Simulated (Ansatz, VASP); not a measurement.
## One calculation of AgI, two programs

Contents of INCAR:

```
SYSTEM = AgI
ALGO = Normal
EDIFF = 1E-6
ENCUT = 500
GGA = PE
GGA_COMPAT = .False.
ISIF = 2
ISMEAR = 0
LASPH = .True.
LCHARG = .False.
LREAL = .False.
LWAVE = .False.
NBANDS = 16
NELM = 120
PREC = Accurate
SIGMA = 0.05
```

Contents of KPOINTS:

```
k-points
0
Gamma
  10 10 10
  0 0 0
```

The input POSCAR:

```
AgI
1.0
    0.0000000000      3.2364994200      3.2364994200
    3.2364994200      0.0000000000      3.2364994200
    3.2364994200      3.2364994200      0.0000000000
Ag I
1 1
Direct
    0.0000000000      0.0000000000      0.0000000000
    0.7500000000      0.7500000000      0.7500000000
```

Input for Ansatz:

```yaml
crystal:
  lattice:
    - [0.0, 3.23649942, 3.23649942]
    - [3.23649942, 0.0, 3.23649942]
    - [3.23649942, 3.23649942, 0.0]
  atoms:
    - { symbol: Ag, position: [0.0, 0.0, 0.0] }
    - { symbol: I, position: [0.75, 0.75, 0.75] }
basis:
  ecutwfc: 420
  ecutrho_ratio: 4
kpoints:
  mp_grid: { grid: [10, 10, 10] }
hamiltonian:
  xc: pbe
scf:
  occupations: { method: gaussian, width: 0.05 }
output:
  forces: true
  stress: true
  eigenvalues: true
  eigenstates:
    nscf_kmesh: { grid: [16, 16, 16] }
    de_dk: true
    e_range: [-2.5, 3.839478172701]
  write_density: true
  write_potential: true
  elf: true
  volumetric_format: npy
```

Alike in both runs: task single point; functional PBE; k mesh 10 × 10 × 10; occupations gaussian, width 0.05 eV; no spin polarisation.

```csv
,VASP,Ansatz
version,VASP 6.6.1,Ansatz 0.2.0
potentials or method,"VASP PAW PBE potentials, release 64 (Ag, I), cutoff 500 eV","scalar-relativistic, plane waves, PAW"
valence electrons in the cell,18,36
```

|  | VASP | Ansatz | Ansatz less VASP |
| --- | --- | --- | --- |
| gap on the k mesh at the Fermi level (eV) | 1.34 | 1.34 | -0.003 |
| least direct gap on the mesh (eV) | 1.34 | 1.34 | -0.003 |
| pressure (GPa) | 2.2 | 2.2 | +0.05 |

VASP's potentials hold 18 valence electrons a cell and Ansatz's 36, so a difference there can come from the potentials and not from the codes.

Spin-orbit coupling is off throughout.
